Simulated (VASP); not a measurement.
# Ag (Im-3m) in VASP: further runs

Ag is run at these levels: PBE; tasks: single point.

All numbers are computed with VASP 6.6.1; they aren't measurements. Logs are shortened: lines on timing, memory, paths and dates and some standing lists are left out, and cuts for length are marked.

### 1 The cell of the first run

The structure is cubic, space group Im-3m (No. 229). Conventional cell: a = 3.280 Å, b = 3.280 Å, c = 3.280 Å, α = 90.00°, β = 90.00°, γ = 90.00°. Within 3.7 Å of Ag (site symmetry m-3m) lie 14 Ag at 2.84 to 3.28 Å.

This isn't the form of Ag at room conditions, which is fcc.

### 2 Single point, PBE

INCAR

```
SYSTEM = Ag
ALGO = Normal
EDIFF = 1E-6
ENCUT = 520
GGA = PE
ISIF = 2
ISMEAR = -1
LASPH = .TRUE.
LCHARG = .FALSE.
LREAL = .FALSE.
LWAVE = .FALSE.
NBANDS = 12
NELM = 60
PREC = Accurate
SIGMA = 0.06122561905347299
```

KPOINTS

```
k-points
0
G
  46 46 46
  0 0 0
```

POSCAR

```
Ag
1.0
   -1.6398854273      1.6398854273      1.6398854273
    1.6398854273     -1.6398854273      1.6398854273
    1.6398854273      1.6398854273     -1.6398854273
Ag
1
Direct
    0.0000000000      0.0000000000      0.0000000000
```

Potentials or basis: VASP PAW PBE potentials, release 64 (Ag).

Run with:

```
> cat potpaw_PBE.64/Ag/POTCAR > POTCAR
> mpirun -np 1 vasp_std > vasp.out
```

OUTCAR:

```text
SYSTEM = Ag
   EDIFF = 1E-6
   ENCUT = 520
   GGA = PE
   ISIF = 2
   ISMEAR = -1
   LASPH = .TRUE.
   LREAL = .FALSE.
   NELM = 60
   PREC = Accurate

 ion  position               nearest neighbor table
   1  0.000  0.000  0.000-

  LATTYP: Found a body centered cubic cell.
 ALAT       =     3.2797708546

  Lattice vectors:

 A1 = (  -1.6398854273,   1.6398854273,   1.6398854273)
 A2 = (   1.6398854273,  -1.6398854273,   1.6398854273)
 A3 = (   1.6398854273,   1.6398854273,  -1.6398854273)

Analysis of symmetry for initial positions (statically):
=====================================================================
 Subroutine PRICEL returns:
 Original cell was already a primitive cell.

 Routine SETGRP: Setting up the symmetry group for a
 body centered cubic supercell.

 Subroutine GETGRP returns: Found 48 space group operations
 (whereof 48 operations were pure point group operations)
 out of a pool of 48 trial point group operations.

The static configuration has the point symmetry O_h .

Analysis of symmetry for dynamics (positions and initial velocities):
=====================================================================
 Subroutine PRICEL returns:
 Original cell was already a primitive cell.

 Routine SETGRP: Setting up the symmetry group for a
 body centered cubic supercell.

 Subroutine GETGRP returns: Found 48 space group operations
 (whereof 48 operations were pure point group operations)
 out of a pool of 48 trial point group operations.

The dynamic configuration has the point symmetry O_h .

 Subroutine INISYM returns: Found 48 space group operations
 (whereof 48 operations are pure point group operations),
 and found     1 'primitive' translations

----------------------------------------------------------------------------------------

                                     Primitive cell

  volume of cell :      17.6401

  direct lattice vectors                    reciprocal lattice vectors
    -1.639885427  1.639885427  1.639885427     0.000000000  0.304899349  0.304899349
     1.639885427 -1.639885427  1.639885427     0.304899349  0.000000000  0.304899349
     1.639885427  1.639885427 -1.639885427     0.304899349  0.304899349  0.000000000

  length of vectors
     2.840364879  2.840364879  2.840364879     0.431192795  0.431192795  0.431192795

  position of ions in fractional coordinates (direct lattice)
     0.000000000  0.000000000  0.000000000

  ion indices of the primitive-cell ions
   primitive index   ion index
                 1           1

----------------------------------------------------------------------------------------

 KPOINTS: k-points

Automatic generation of k-mesh.
 Grid dimensions read from file:
 generate k-points for:   46   46   46

 Generating k-lattice:

  Cartesian coordinates                     Fractional coordinates (reciprocal lattice)
     0.000000000  0.006628247  0.006628247     0.021739130  0.000000000  0.000000000
     0.006628247  0.000000000  0.006628247     0.000000000  0.021739130  0.000000000
     0.006628247  0.006628247  0.000000000     0.000000000  0.000000000  0.021739130

  Length of vectors
     0.009373756  0.009373756  0.009373756

  Shift w.r.t. Gamma in fractional coordinates (k-lattice)
     0.000000000  0.000000000  0.000000000

 Subroutine IBZKPT returns following result:
 ===========================================

 Found   2456 irreducible k-points:

 Following reciprocal coordinates:
            Coordinates               Weight
  0.000000  0.000000  0.000000      1.000000
  0.021739  0.000000  0.000000     12.000000
  0.043478  0.000000  0.000000     12.000000
  0.065217  0.000000  0.000000     12.000000
  0.086957  0.000000  0.000000     12.000000
  0.108696  0.000000  0.000000     12.000000
[... 16 lines left out ...]
  0.478261  0.000000  0.000000     12.000000
  0.500000  0.000000  0.000000      6.000000
 [... further k-points ...]
   k-points           NKPTS =   2456   k-points in BZ     NKDIM =   2456   number of bands    NBANDS=     12
   number of dos      NEDOS =    301   number of ions     NIONS =      1
   total plane-waves  NPLWV =  13824
   dimension x,y,z NGX =    24 NGY =   24 NGZ =   24
   dimension x,y,z NGXF=    48 NGYF=   48 NGZF=   48
   ions per type =               1
   NGX,Y,Z   is equivalent  to a cutoff of  14.05, 14.05, 14.05 a.u.
   NGXF,Y,Z  is equivalent  to a cutoff of  28.09, 28.09, 28.09 a.u.
 SYSTEM =  Ag
   PREC   = accura    normal or accurate (medium, high low for compatibility)
   ISTART =      0    job   : 0-new  1-cont  2-samecut
   ICHARG =      2    charge: 1-file 2-atom 10-const
   ISPIN  =      1    spin polarized calculation?
   LNONCOLLINEAR =      F non collinear calculations
   LSORBIT =      F    spin-orbit coupling
   LASPH  =      T    aspherical Exc in radial PAW
   ENCUT  =  520.0 eV  38.22 Ry    6.18 a.u.   5.28  5.28  5.28*2*pi/ulx,y,z
   NELM   =     60;   NELMIN=  2; NELMDL= -5     # of ELM steps
   EDIFF  = 0.1E-05   stopping-criterion for ELM
   LREAL  =      F    real-space projection
   EDIFFG = 0.1E-04   stopping-criterion for IOM
   NSW    =      0    number of steps for IOM
   IBRION =     -1    ionic relax: 0-MD 1-quasi-New 2-CG
   NFREE  =      0    steps in history (QN), initial steepest desc. (CG)
   ISIF   =      2    stress and relaxation
   ISYM   =      2    0-nonsym 1-usesym 2-fastsym
   POTIM  = 0.5000    time-step for ionic-motion
   TEBEG  =    0.0;   TEEND  =   0.0 temperature during run
   PSTRESS=    0.0 pullay stress
   NELECT =      11.0000    total number of electrons
   NUPDOWN=      -1.0000    fix difference up-down
   EMIN   =  10.00;   EMAX   =-10.00  energy-range for DOS
   EFERMI =   0.00;   METHOD = LEGACY
   ISMEAR =    -1;   SIGMA  =   0.06  broadening in eV -4-tet -1-fermi 0-gaus
   EFERMI_NEDOS =   21; number of points for ismear=-14 and -15
   IALGO  =     38    algorithm
   IMIX   =      4    mixing-type and parameters
     AMIX     =   0.40;   BMIX     =  1.00
     AMIX_MAG =   1.60;   BMIX_MAG =  1.00
  volume/ion in A,a.u.               =      17.64       119.04
  Fermi-wavevector in a.u.,A,eV,Ry     =   1.398639  2.643044 26.615585  1.956190
  Thomas-Fermi vector in A             =   2.521777
   LORBIT       =      0    0 simple, 1 ext, 2 COOP (PROOUT), +10 PAW based schemes
   GGA     = PE    functional components
   LHFCALC =     F    Hartree Fock is set to
   AEXX    =    0.0000 exact exchange contribution
   IVDW    =     0    specifies the selected vdW correction
   LEPSILON=     F    determine dielectric tensor
   LRPA    =     F    only Hartree local field effects (RPA)
 non-spin polarized calculation
  energy-cutoff  :      520.00
  volume of cell :       17.64
 maximum number of plane-waves:       490
 NGX is ok and might be reduce to    24
   NGX = 11   NGY = 11   NGZ = 11

 number of electron      11.0000004 magnetization

 Free energy of the ion-electron system (eV)
  ---------------------------------------------------
  ext. energy  EPLUGINS =         0.00000000
  ---------------------------------------------------
  free energy    TOTEN  =        -2.68676581 eV

  energy without entropy =       -2.68318447  energy(sigma->0) =       -2.68497514

 E-fermi :   8.0040     XC(G=0): -12.0074

 val. band max:        8.0036652568   @ k =  -0.3913   0.3913   0.1957
 cond. band min:       8.0043993192   @ k =   0.3913   0.0870   0.0217
 fundamental gap:      0.0007340624
 Fermi energy:         8.0040183219

 k-point     1 :       0.0000    0.0000    0.0000
  band No.  band energies     occupation
      1       0.4533      2.00000
      2       3.1703      2.00000
      3       3.1703      2.00000
      4       3.1703      2.00000
      5       4.4317      2.00000
      6       4.4317      2.00000
      7      25.8298      0.00000
      8      25.8298      0.00000
      9      25.8298      0.00000
     10      31.6297      0.00000
     11      31.6297      0.00000
     12      31.6298      0.00000

 k-point     2 :       0.0217    0.0000    0.0000
  band No.  band energies     occupation
      1       0.4686      2.00000
      2       3.1666      2.00000
      3       3.1709      2.00000
      4       3.1789      2.00000
      5       4.4275      2.00000
      6       4.4319      2.00000
      7      25.7914      0.00000
      8      25.8265      0.00000
      9      25.8397      0.00000
     10      31.1418      0.00000
     11      31.2839      0.00000
     12      31.5142      0.00000

 k-point     3 :       0.0435    0.0000    0.0000
  band No.  band energies     occupation
      1       0.5145      2.00000
      2       3.1556      2.00000
      3       3.1728      2.00000
      4       3.2045      2.00000
      5       4.4152      2.00000
      6       4.4327      2.00000
      7      25.6720      0.00000
      8      25.8132      0.00000
      9      25.8693      0.00000
     10      30.5829      0.00000
     11      30.7467      0.00000
     12      31.2010      0.00000
[... 286 lines left out ...]
 k-point    23 :       0.4783    0.0000    0.0000
  band No.  band energies     occupation
      1       1.7741      2.00000
      2       2.4356      2.00000
      3       4.3752      2.00000
      4       4.5438      2.00000
      5       5.3725      2.00000
      6       7.8694      1.80024
      7      12.0779      0.00000
      8      21.2190      0.00000
      9      22.2042      0.00000
     10      27.5660      0.00000
     11      28.7105      0.00000
     12      32.2960      0.00000

 k-point    24 :       0.5000    0.0000    0.0000
  band No.  band energies     occupation
      1       1.7698      2.00000
      2       2.4324      2.00000
      3       4.3773      2.00000
      4       4.5446      2.00000
      5       5.3853      2.00000
      6       7.9842      1.16052
      7      11.9380      0.00000
      8      21.1998      0.00000
      9      22.1725      0.00000
     10      27.5723      0.00000
     11      28.7203      0.00000
     12      32.2749      0.00000

 [... further k-points ...]
[... 5 lines left out ...]
  --------------------------------------------------------------------------------------
  -------------------------------------------------------------------------------------
  Total        0.1821688      0.1821688      0.1821688     -0.0000000     -0.0000000      0.0000000
  in kB       16.5456600     16.5456600     16.5456600     -0.0000000     -0.0000000      0.0000000
  external PRESSURE =      16.5456600 kB  Pullay stress =       0.0000000 kB

 VOLUME and BASIS-vectors are now :
 -----------------------------------------------------------------------------
  energy-cutoff  :      520.00
  volume of cell :       17.64
      direct lattice vectors                 reciprocal lattice vectors
    -1.639885427  1.639885427  1.639885427     0.000000000  0.304899349  0.304899349
     1.639885427 -1.639885427  1.639885427     0.304899349  0.000000000  0.304899349
     1.639885427  1.639885427 -1.639885427     0.304899349  0.304899349  0.000000000

 POSITION                                       TOTAL-FORCE (eV/Angst)
 -----------------------------------------------------------------------------------
      0.00000      0.00000      0.00000         0.000000      0.000000     -0.000000
 -----------------------------------------------------------------------------------
    total drift:                                0.000000      0.000000     -0.000000

  FREE ENERGIE OF THE ION-ELECTRON SYSTEM (eV)
  ---------------------------------------------------
  free  energy   TOTEN  =        -2.6867658096 eV

  energy  without entropy=       -2.6831844672  energy(sigma->0) =       -2.68497514
```

It took 1.8 min on 1 thread of Intel Xeon 6975P-C (Granite Rapids), shared host; peak memory 0.58 GiB.

Results:

| Property | Result |
| --- | --- |
| Free energy | -2.6868 eV |
| Pressure | 1.7 GPa |
| Band gap on the k mesh | zero (an odd number of electrons rules out a gap without spin polarisation) |

(Part 1 of 2 ends here.)
